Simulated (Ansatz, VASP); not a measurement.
## ZnCu: VASP beside Ansatz

File INCAR:

```
PREC     = Accurate       # precision mode
ENCUT    = 600            # plane-wave cutoff, eV
EDIFF    = 1E-6           # SCF threshold, eV
ISMEAR   = -1             # smearing method
SIGMA    = 0.05           # smearing width, eV
LREAL    = False          # projectors in reciprocal space
LASPH    = True           # aspherical terms in the spheres
NELM     = 120            # most SCF steps
ALGO     = Normal         # electronic algorithm
ISIF     = 2              # what is computed and relaxed
LWAVE    = False          # write WAVECAR
LCHARG   = False          # write CHGCAR
GGA      = PE             # functional
NBANDS   = 18             # bands
GGA_COMPAT= False
```

KPOINTS

```
Automatic mesh
0
Gamma
  9 9 9
```

File POSCAR:

```
ZnCu
1.0
    2.8848810902      0.0000000000      0.0000000000
    0.0000000000      2.8848810902      0.0000000000
    0.0000000000      0.0000000000      2.8848810902
Zn Cu
1 1
Direct
    0.5000000000      0.5000000000      0.5000000000
    0.0000000000      0.0000000000      0.0000000000
```

input.yaml

```yaml
crystal:
  lattice:
    - [2.8848810902, 0.0, 0.0]
    - [0.0, 2.8848810902, 0.0]
    - [0.0, 0.0, 2.8848810902]
  atoms:
    - { symbol: Zn, position: [0.5, 0.5, 0.5] }
    - { symbol: Cu, position: [0.0, 0.0, 0.0] }
hamiltonian:
  xc: pbe
  pseudopotentials: { kind: paw }
kpoints:
  mp_grid: { grid: [9, 9, 9] }
scf:
  occupations: { method: fermi_dirac, width: 0.05 }
output:
  forces: true
  stress: true
  eigenvalues: true
```

Alike in both runs: task single point; functional PBE; k mesh 9 × 9 × 9; occupations fermi-dirac, width 0.05 eV; no spin polarisation.

```csv
,VASP,Ansatz
version,VASP 6.6.1,Ansatz 0.2.0
potentials or method,"VASP PAW PBE potentials, release 64 (Zn, Cu)",Ansatz PAW
plane-wave cutoff (eV),600,420
valence electrons in the cell,23,31
```

|  | VASP | Ansatz | Ansatz less VASP |
| --- | --- | --- | --- |
| gap on the k mesh at the Fermi level (eV) | none | none | - |
| pressure (GPa) | 12.3 | 11.6 | -0.62 |

A gap of «none» marks a metal or a gap that the smearing closes. VASP's potentials hold 23 valence electrons a cell and Ansatz's 31, so a difference there can come from the potentials and not from the codes.
